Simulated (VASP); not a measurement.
# CdS (P6_3mc) in VASP: a series of runs

Runs on CdS. Level: PBE. Tasks: single point, relaxation of cell and atoms.

Program: VASP 6.6.1. These are calculated values, not measurements. Logs are shortened: lines on timing, memory, paths and dates and some standing lists are left out, and cuts for length are marked.

### Step 1. The cell of the first run

The structure is hexagonal, space group P6_3mc (No. 186). The conventional cell has a = 4.197 Å, b = 4.197 Å, c = 6.831 Å, α = 90.00°, β = 90.00°, γ = 120.00°. Cd (site symmetry 3m) has 4 S at 2.57 Å within 3.4 Å. S (site symmetry 3m) has 4 Cd at 2.57 Å within 3.4 Å.

### Step 2. Single point, PBE

Contents of INCAR:

```
  PREC = Accurate
  ENCUT = 520
  EDIFF = 1E-6
  ISMEAR = 0
  SIGMA = 0.02
  LREAL = F
  LASPH = T
  NELM = 100
  ALGO = Normal
  ISIF = 2
  LWAVE = F
  LCHARG = F
  GGA = PE
  NBANDS = 26
```

Contents of KPOINTS:

```
Automatic mesh
0
Gamma
  6 6 4
```

Contents of POSCAR:

```
CdS
1.0
    4.1973182341      0.0000000000      0.0000000000
   -2.0986591171      3.6349842185      0.0000000000
    0.0000000000      0.0000000000      6.8307330526
Cd S
2 2
Direct
    0.6666666667      0.3333333333      0.5002556888
    0.3333333333      0.6666666667      0.0002556888
    0.6666666667      0.3333333333      0.8767443112
    0.3333333333      0.6666666667      0.3767443112
```

Potentials or basis: VASP PAW PBE potentials, release 64 (Cd, S).

On the command line:

```console
cat potpaw_PBE.64/Cd/POTCAR potpaw_PBE.64/S/POTCAR > POTCAR
mpirun -np 1 vasp_std > vasp.out
```

OUTCAR:

```text
PREC = Accurate
   ENCUT = 520
   EDIFF = 1E-6
   ISMEAR = 0
   LREAL = F
   LASPH = T
   NELM = 100
   ISIF = 2
   GGA = PE

 ion  position               nearest neighbor table
   1  0.667  0.333  0.500-   4 2.57   4 2.57   4 2.57   3 2.57
   2  0.333  0.667  0.000-   3 2.57   3 2.57   3 2.57   4 2.57
   3  0.667  0.333  0.877-   2 2.57   2 2.57   2 2.57   1 2.57
   4  0.333  0.667  0.377-   1 2.57   1 2.57   1 2.57   2 2.57

  LATTYP: Found a hexagonal cell.
 ALAT       =     4.1973182341
 C/A-ratio  =     1.6274041356

  Lattice vectors:

 A1 = (   4.1973182341,   0.0000000000,   0.0000000000)
 A2 = (  -2.0986591171,   3.6349842185,   0.0000000000)
 A3 = (   0.0000000000,   0.0000000000,   6.8307330526)

Analysis of symmetry for initial positions (statically):
=====================================================================
 Subroutine PRICEL returns:
 Original cell was already a primitive cell.

 Routine SETGRP: Setting up the symmetry group for a
 hexagonal supercell.

 Subroutine GETGRP returns: Found 12 space group operations
 (whereof  6 operations were pure point group operations)
 out of a pool of 24 trial point group operations.

The static configuration has the point symmetry C_3v.
 The point group associated with its full space group is C_6v.

Analysis of symmetry for dynamics (positions and initial velocities):
=====================================================================
 Subroutine PRICEL returns:
 Original cell was already a primitive cell.

 Routine SETGRP: Setting up the symmetry group for a
 hexagonal supercell.

 Subroutine GETGRP returns: Found 12 space group operations
 (whereof  6 operations were pure point group operations)
 out of a pool of 24 trial point group operations.

The dynamic configuration has the point symmetry C_3v.
 The point group associated with its full space group is C_6v.

 Subroutine INISYM returns: Found 12 space group operations
 (whereof  6 operations are pure point group operations),
 and found     1 'primitive' translations

----------------------------------------------------------------------------------------

                                     Primitive cell

  volume of cell :     104.2178

  direct lattice vectors                    reciprocal lattice vectors
     4.197318234  0.000000000  0.000000000     0.238247363  0.137552179  0.000000000
[... 84 lines left out ...]
   ENCUT  =  520.0 eV  38.22 Ry    6.18 a.u.   7.80  7.80 12.70*2*pi/ulx,y,z
   NELM   =    100;   NELMIN=  2; NELMDL= -5     # of ELM steps
   EDIFF  = 0.1E-05   stopping-criterion for ELM
   LREAL  =      F    real-space projection
   EDIFFG = 0.1E-04   stopping-criterion for IOM
   NSW    =      0    number of steps for IOM
   IBRION =     -1    ionic relax: 0-MD 1-quasi-New 2-CG
   NFREE  =      0    steps in history (QN), initial steepest desc. (CG)
   ISIF   =      2    stress and relaxation
   ISYM   =      2    0-nonsym 1-usesym 2-fastsym
   POTIM  = 0.5000    time-step for ionic-motion
   TEBEG  =    0.0;   TEEND  =   0.0 temperature during run
   PSTRESS=    0.0 pullay stress
   NELECT =      36.0000    total number of electrons
   NUPDOWN=      -1.0000    fix difference up-down
   EMIN   =  10.00;   EMAX   =-10.00  energy-range for DOS
   EFERMI =   0.00;   METHOD = LEGACY
   ISMEAR =     0;   SIGMA  =   0.02  broadening in eV -4-tet -1-fermi 0-gaus
   EFERMI_NEDOS =   21; number of points for ismear=-14 and -15
   IALGO  =     38    algorithm
   IMIX   =      4    mixing-type and parameters
     AMIX     =   0.40;   BMIX     =  1.00
     AMIX_MAG =   1.60;   BMIX_MAG =  1.00
  volume/ion in A,a.u.               =      26.05       175.82
  Fermi-wavevector in a.u.,A,eV,Ry     =   1.148669  2.170671 17.952093  1.319442
  Thomas-Fermi vector in A             =   2.285343
   LORBIT       =      0    0 simple, 1 ext, 2 COOP (PROOUT), +10 PAW based schemes
   GGA     = PE    functional components
   LHFCALC =     F    Hartree Fock is set to
   AEXX    =    0.0000 exact exchange contribution
   IVDW    =     0    specifies the selected vdW correction
   LEPSILON=     F    determine dielectric tensor
   LRPA    =     F    only Hartree local field effects (RPA)
 non-spin polarized calculation
 Gauss-broadening in eV      SIGMA  =   0.02
  energy-cutoff  :      520.00
  volume of cell :      104.22
 maximum number of plane-waves:      2838
 NGX is ok and might be reduce to    32
   NGX = 15   NGY = 15   NGZ = 25

 number of electron      36.0000000 magnetization

 Free energy of the ion-electron system (eV)
  ---------------------------------------------------
  ext. energy  EPLUGINS =         0.00000000
  ---------------------------------------------------
  free energy    TOTEN  =       -12.29751455 eV

  energy without entropy =      -12.29751455  energy(sigma->0) =      -12.29751455

 E-fermi :   1.0552     XC(G=0):  -8.9159

 val. band max:        0.9074398646   @ k =   0.0000   0.0000   0.0000
 cond. band min:       2.0181679761   @ k =   0.0000   0.0000   0.0000
 fundamental gap:      1.1107281115
 Fermi energy:         1.0552391730

 k-point     1 :       0.0000    0.0000    0.0000
  band No.  band energies     occupation
      1     -11.1773      2.00000
      2     -10.7902      2.00000
      3      -6.6403      2.00000
      4      -6.6340      2.00000
      5      -6.6340      2.00000
      6      -6.5598      2.00000
[... 598 lines left out ...]
     25      10.2236      0.00000
     26      10.2236      0.00000

------------------------ aborting loop because EDIFF is reached ----------------------------------------

  FORCE on cell =-STRESS in cart. coord.  units (eV):
  Direction    XX          YY          ZZ          XY          YZ          ZX
  --------------------------------------------------------------------------------------
  -------------------------------------------------------------------------------------
  Total        0.1654723      0.1654723      0.1617812     -0.0000000      0.0000000      0.0000000
  in kB        2.5438659      2.5438659      2.4871201     -0.0000000      0.0000000      0.0000000
  external PRESSURE =       2.5249506 kB  Pullay stress =       0.0000000 kB

 VOLUME and BASIS-vectors are now :
 -----------------------------------------------------------------------------
  energy-cutoff  :      520.00
  volume of cell :      104.22
      direct lattice vectors                 reciprocal lattice vectors
     4.197318234  0.000000000  0.000000000     0.238247363  0.137552179  0.000000000
    -2.098659117  3.634984219  0.000000000     0.000000000  0.275104358  0.000000000
     0.000000000  0.000000000  6.830733053     0.000000000  0.000000000  0.146397172

 POSITION                                       TOTAL-FORCE (eV/Angst)
 -----------------------------------------------------------------------------------
      2.09866      1.21166      3.41711        -0.000000     -0.000000     -0.000677
     -0.00000      2.42332      0.00175        -0.000000      0.000000     -0.000677
      2.09866      1.21166      5.98881         0.000000     -0.000000      0.000677
     -0.00000      2.42332      2.57344        -0.000000      0.000000      0.000677
 -----------------------------------------------------------------------------------
    total drift:                               -0.000000     -0.000000     -0.000267

  FREE ENERGIE OF THE ION-ELECTRON SYSTEM (eV)
  ---------------------------------------------------
  free  energy   TOTEN  =       -12.2975145451 eV

  energy  without entropy=      -12.2975145451  energy(sigma->0) =      -12.29751455
```

stdout:

```text
POSCAR found type information on POSCAR CdS
 POSCAR found :  2 types and       4 ions
 scaLAPACK will be used
 LDA part: xc-table for (Slater+PW92), standard interpolation
 POSCAR, INCAR and KPOINTS ok, starting setup
 FFT: planning ... GRIDC
 FFT: planning ... GRID_SOFT
 FFT: planning ... GRID
 WAVECAR not read
 entering main loop
```

Wall time 45 s (1 thread of Intel Xeon Platinum 8488C (Sapphire Rapids), shared host); peak memory 0.24 GiB.

Results:

```yaml
Free_energy: -12.2975 eV
Pressure: 0.3 GPa
Band_gap_on_the_k_mesh: 1.11 eV
```

Levels at points of the mesh, in eV from the valence-band top:
| k point | band 14 | band 15 | band 16 | band 17 | band 18 | band 19 | band 20 | band 21 | band 22 | band 23 |
| --- | --- | --- | --- | --- | --- | --- | --- | --- | --- | --- |
| (0.00, 0.00, 0.00) | -0.69 | -0.69 | -0.04 | 0.00 | 0.00 | 1.11 | 2.74 | 6.48 | 6.48 | 6.78 |
| (0.50, 0.00, 0.00) | -3.34 | -2.45 | -1.72 | -1.19 | -0.69 | 3.62 | 3.88 | 5.12 | 6.25 | 7.03 |
| (0.00, 0.00, 0.50) | -2.36 | -0.36 | -0.36 | -0.36 | -0.36 | 2.76 | 2.76 | 6.14 | 6.14 | 6.83 |
| (0.50, 0.00, 0.50) | -3.91 | -1.24 | -1.24 | -1.23 | -1.23 | 3.45 | 3.45 | 5.35 | 5.35 | 7.80 |

### Step 3. Relaxation of cell and atoms, PBE

This run uses another cell than the first one, of 25.51 Å³/atom.

Contents of INCAR:

```
SYSTEM = CdS
ALGO = Normal
EDIFF = 1E-6
EDIFFG = -0.01
ENCUT = 600
GGA = PE
IBRION = 2
ISIF = 3
ISMEAR = 0
LASPH = .TRUE.
LCHARG = .FALSE.
LREAL = .FALSE.
LWAVE = .FALSE.
NELM = 60
NSW = 100
PREC = Accurate
SIGMA = 0.02
```

Contents of KPOINTS:

```
k-points
0
G
  6 6 4
  0 0 0
```

Contents of POSCAR:

```
CdS
1.0
    4.1688380995      0.0000000000      0.0000000000
   -2.0844190498      3.6103196984      0.0000000000
    0.0000000000      0.0000000000      6.7796174100
Cd S
2 2
Direct
    0.6666666700      0.3333333300      0.5002243700
    0.3333333300      0.6666666700      0.0002243700
    0.6666666700      0.3333333300      0.8767756300
    0.3333333300      0.6666666700      0.3767756300
```

Potentials or basis: VASP PAW PBE potentials, release 64 (Cd, S).

On the command line:

```console
cat potpaw_PBE.64/Cd/POTCAR potpaw_PBE.64/S/POTCAR > POTCAR
mpirun -np 1 vasp_std > vasp.out
```

OUTCAR:

```text
SYSTEM = CdS
   EDIFF = 1E-6
   EDIFFG = -0.01
   ENCUT = 600
   GGA = PE
   IBRION = 2
   ISIF = 3
   ISMEAR = 0
   LASPH = .TRUE.
   LREAL = .FALSE.
   NELM = 60
   NSW = 100
   PREC = Accurate

 ion  position               nearest neighbor table
   1  0.667  0.333  0.500-   4 2.55   4 2.55   4 2.55   3 2.55
   2  0.333  0.667  0.000-   3 2.55   3 2.55   3 2.55   4 2.55
   3  0.667  0.333  0.877-   2 2.55   2 2.55   2 2.55   1 2.55
   4  0.333  0.667  0.377-   1 2.55   1 2.55   1 2.55   2 2.55

  LATTYP: Found a hexagonal cell.
 ALAT       =     4.1688380995
 C/A-ratio  =     1.6262606626

  Lattice vectors:

 A1 = (   4.1688380995,   0.0000000000,   0.0000000000)
 A2 = (  -2.0844190498,   3.6103196984,   0.0000000000)
 A3 = (   0.0000000000,   0.0000000000,   6.7796174100)

Analysis of symmetry for initial positions (statically):
=====================================================================
 Subroutine PRICEL returns:
 Original cell was already a primitive cell.

 Routine SETGRP: Setting up the symmetry group for a
 hexagonal supercell.

 Subroutine GETGRP returns: Found 12 space group operations
 (whereof  6 operations were pure point group operations)
 out of a pool of 24 trial point group operations.

The static configuration has the point symmetry C_3v.
 The point group associated with its full space group is C_6v.

Analysis of symmetry for dynamics (positions and initial velocities):
=====================================================================
 Subroutine PRICEL returns:
 Original cell was already a primitive cell.

 Routine SETGRP: Setting up the symmetry group for a
 hexagonal supercell.

 Subroutine GETGRP returns: Found 12 space group operations
 (whereof  6 operations were pure point group operations)
 out of a pool of 24 trial point group operations.

The dynamic configuration has the point symmetry C_3v.
[... 107 lines left out ...]
   ISYM   =      2    0-nonsym 1-usesym 2-fastsym
   POTIM  = 0.5000    time-step for ionic-motion
   TEBEG  =    0.0;   TEEND  =   0.0 temperature during run
   PSTRESS=    0.0 pullay stress
   NELECT =      36.0000    total number of electrons
   NUPDOWN=      -1.0000    fix difference up-down
   EMIN   =  10.00;   EMAX   =-10.00  energy-range for DOS
   EFERMI =   0.00;   METHOD = LEGACY
   ISMEAR =     0;   SIGMA  =   0.02  broadening in eV -4-tet -1-fermi 0-gaus
   EFERMI_NEDOS =   21; number of points for ismear=-14 and -15
   IALGO  =     38    algorithm
   IMIX   =      4    mixing-type and parameters
     AMIX     =   0.40;   BMIX     =  1.00
     AMIX_MAG =   1.60;   BMIX_MAG =  1.00
  volume/ion in A,a.u.               =      25.51       172.15
  Fermi-wavevector in a.u.,A,eV,Ry     =   1.156788  2.186012 18.206746  1.338158
  Thomas-Fermi vector in A             =   2.293405
   LORBIT       =      0    0 simple, 1 ext, 2 COOP (PROOUT), +10 PAW based schemes
   GGA     = PE    functional components
   LHFCALC =     F    Hartree Fock is set to
   AEXX    =    0.0000 exact exchange contribution
   IVDW    =     0    specifies the selected vdW correction
   LEPSILON=     F    determine dielectric tensor
   LRPA    =     F    only Hartree local field effects (RPA)
 conjugate gradient relaxation of ions
 non-spin polarized calculation
 Gauss-broadening in eV      SIGMA  =   0.02
  energy-cutoff  :      600.00
  volume of cell :      102.04
 maximum number of plane-waves:      3420
 NGX is ok and might be reduce to    36
   NGX = 17   NGY = 17   NGZ = 27

--------------------------------------- Ionic step        1  -------------------------------------------

 number of electron      36.0000009 magnetization

 Free energy of the ion-electron system (eV)
  ---------------------------------------------------
  ext. energy  EPLUGINS =         0.00000000
  ---------------------------------------------------
  free energy    TOTEN  =       -12.28541196 eV

  energy without entropy =      -12.28541196  energy(sigma->0) =      -12.28541196

------------------------ aborting loop because EDIFF is reached ----------------------------------------

  FORCE on cell =-STRESS in cart. coord.  units (eV):
  Direction    XX          YY          ZZ          XY          YZ          ZX
  --------------------------------------------------------------------------------------
  -------------------------------------------------------------------------------------
  Total        0.8980050      0.8980050      0.9281415     -0.0000000      0.0000000      0.0000000
  in kB       14.1001411     14.1001411     14.5733330     -0.0000000      0.0000000      0.0000000
  external PRESSURE =      14.2578717 kB  Pullay stress =       0.0000000 kB
[... 63 lines left out ...]
--------------------------------------- Ionic step        3  -------------------------------------------

 number of electron      36.0000002 magnetization

 Free energy of the ion-electron system (eV)
  ---------------------------------------------------
  ext. energy  EPLUGINS =         0.00000000
  ---------------------------------------------------
  free energy    TOTEN  =       -12.29683193 eV

  energy without entropy =      -12.29683193  energy(sigma->0) =      -12.29683193

 E-fermi :   0.9954     XC(G=0):  -8.8961

 val. band max:        0.8733817935   @ k =   0.0000   0.0000   0.0000
 cond. band min:       1.9748058080   @ k =   0.0000   0.0000   0.0000
 fundamental gap:      1.1014240145
 Fermi energy:         0.9954342558

 k-point     1 :       0.0000    0.0000    0.0000
  band No.  band energies     occupation
      1     -11.1870      2.00000
      2     -10.8034      2.00000
      3      -6.6619      2.00000
      4      -6.6559      2.00000
      5      -6.6559      2.00000
      6      -6.5825      2.00000
[... 545 lines left out ...]
  FREE ENERGIE OF THE ION-ELECTRON SYSTEM (eV)
  ---------------------------------------------------
  free  energy   TOTEN  =       -12.2968319311 eV

  energy  without entropy=      -12.2968319311  energy(sigma->0) =      -12.29683193

 reached required accuracy - stopping structural energy minimisation
```

OSZICAR:

```text
N       E                     dE             d eps       ncg     rms          rms(c)
DAV:   1     0.267304226785E+03    0.26730E+03   -0.19128E+04   924   0.168E+03
DAV:   2     0.251725297185E+01   -0.26479E+03   -0.25929E+03  1026   0.378E+02
DAV:   3    -0.131948821254E+02   -0.15712E+02   -0.15629E+02  1098   0.903E+01
DAV:   4    -0.133771562058E+02   -0.18227E+00   -0.18220E+00  1050   0.990E+00
[... 24 lines left out ...]
DAV:   3    -0.122970098183E+02    0.16394E-02   -0.53243E-03  1008   0.654E-01    0.298E-01
DAV:   4    -0.122968654725E+02    0.14435E-03   -0.26017E-04   936   0.149E-01    0.730E-02
DAV:   5    -0.122968273634E+02    0.38109E-04   -0.18649E-04  1128   0.157E-01    0.240E-02
DAV:   6    -0.122968320511E+02   -0.46877E-05   -0.18154E-05   936   0.418E-02    0.817E-03
DAV:   7    -0.122968319311E+02    0.11999E-06   -0.14206E-07   486   0.301E-03
   3 F= -.12296832E+02 E0= -.12296832E+02  d E =-.114200E-01
```

Wall time 96 s (1 thread of Intel Xeon Platinum 8488C (Sapphire Rapids), shared host); peak memory 0.28 GiB.

What came out:

```yaml
Free_energy: -12.2968 eV
Relaxed_volume: 26.16 Å³/atom
Relaxed_cell: a = 4.204 Å, b = 4.204 Å, c = 6.838 Å, α = 90.00°, β = 90.00°, γ = 120.00°
Space_group_after_relaxing_to_0.1_Å: P6_3mc (No. 186)
Energy_gained_by_relaxing: 2.9 meV/atom
Ionic_steps: 3
Pressure_after_relaxing: 0.0 GPa
Band_gap_on_the_k_mesh: 1.10 eV
```

The path:
```csv
step,energy change (eV),largest force (eV/Å),pressure (GPa),volume (Å³)
1,0.0000,0.0027,1.43,102.04
2,-0.0105,0.0007,-0.38,105.43
3,-0.0114,0.0010,-0.01,104.66
```

Final structure:
```yaml
crystal:
  lattice:
    - [4.20381, 0.00000, 0.00000]
    - [-2.10190, 3.64061, 0.00000]
    - [0.00000, 0.00000, 6.83840]
  atoms:
    - { symbol: Cd, position: [0.66667, 0.33333, 0.50021] }
    - { symbol: Cd, position: [0.33333, 0.66667, 0.00021] }
    - { symbol: S, position: [0.66667, 0.33333, 0.87679] }
    - { symbol: S, position: [0.33333, 0.66667, 0.37679] }
```
